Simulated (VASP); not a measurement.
A run of VASP 6.6.1:

Contents of INCAR:

```
SYSTEM = NbMo3S8
ALGO     = Normal         ! electronic algorithm
EDIFF    = 1E-6           ! SCF threshold, eV
ENCUT    = 520            ! plane-wave cutoff, eV
GGA      = PE             ! functional
ISIF     = 2              ! what is computed and relaxed
ISMEAR   = 0              ! smearing method
LASPH    = .True.         ! aspherical terms in the spheres
LCHARG   = .True.         ! write CHGCAR
LELF     = .True.         ! ELF
LREAL    = .False.        ! projectors in reciprocal space
LVHAR    = .True.       
LWAVE    = .False.        ! write WAVECAR
NBANDS   = 64             ! bands
NELM     = 60             ! most SCF steps
PREC     = Accurate       ! precision mode
SIGMA    = 0.1            ! smearing width, eV
```

Contents of KPOINTS:

```
k-points
0
Gamma
  12 12 2
  0 0 0
```

The input POSCAR:

```
NbMo3S8
1.0
    3.2263457874      0.0000000000      0.0000000000
   -1.6131728937      2.7940974133      0.0000000000
    0.0000000000      0.0000000000     28.4352226664
Nb Mo S
1 3 8
Direct
    0.6666666667      0.3333333333      0.0000000000
    0.3333333333      0.6666666667      0.7564380200
    0.3333333333      0.6666666667      0.2435619800
    0.6666666667      0.3333333333      0.5000000000
    0.3333333333      0.6666666667      0.9436155439
    0.3333333333      0.6666666667      0.4455264897
    0.6666666667      0.3333333333      0.7019660273
    0.6666666667      0.3333333333      0.1891062740
    0.3333333333      0.6666666667      0.0563844561
    0.3333333333      0.6666666667      0.5544735103
    0.6666666667      0.3333333333      0.8108937260
    0.6666666667      0.3333333333      0.2980339727
```

Potentials or basis: VASP PAW PBE potentials, release 64 (Nb_sv, Mo_sv, S).

The run is started by

```bash
$ cat potpaw_PBE.64/Nb_sv/POTCAR potpaw_PBE.64/Mo_sv/POTCAR potpaw_PBE.64/S/POTCAR > POTCAR
$ mpirun -np 1 vasp_std > vasp.out
```

Hardware: 1 thread of AMD EPYC 7R13 (shared host).

Question: Estimate the wall time of this run.

Answer: Run time: 51 min on 1 thread of AMD EPYC 7R13 (shared host), peak memory 0.64 GiB. Counts: scf iterations 34, k points 38.
